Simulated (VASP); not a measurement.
**ZrH2: single point with LDA**

The system is ZrH2.

```
Zr H
1.0
     3.13578    0.00000    0.00000
    -1.56789    2.71567    0.00000
     0.00000    0.00000    2.91143
Zr H
1 2
Direct
  0.00000 0.00000 0.00000
  0.33333 0.66667 0.50000
  0.66667 0.33333 0.50000
```

| Item | Value |
| --- | --- |
| Program | VASP 6.6.1 |
| Task | single point |
| Functional | LDA |
| Potentials or basis | VASP PAW LDA potentials, release 64 (Zr_sv, H) |
| Cutoff | 520 eV |
| k mesh | 16 × 16 × 15 |
| Occupations | fermi-dirac, width 0.1 eV |
| Spin | no spin polarisation |
| Dipole correction | no |
| Further INCAR settings | ALGO = Normal; EDIFF = 1e-06; NBANDS = 14 |

The pressure is 0.1 GPa and the band gap on the k mesh is zero (bands 7 and 8 overlap by 1.55 eV).

Levels at points of the mesh, in eV from the Fermi level:
| k point | band 4 | band 5 | band 6 | band 7 | band 8 | band 9 | band 10 | band 11 |
| --- | --- | --- | --- | --- | --- | --- | --- | --- |
| (0.00, 0.00, 0.00) | -26.45 | -10.84 | -2.51 | -0.16 | -0.16 | 1.55 | 4.64 | 4.64 |
| (0.50, 0.00, 0.00) | -26.33 | -6.75 | -6.18 | -1.94 | 1.34 | 3.98 | 4.78 | 6.02 |

Wall time 94 s on 1 thread of Intel Xeon 8259CL (shared host), peak memory 0.19 GiB.
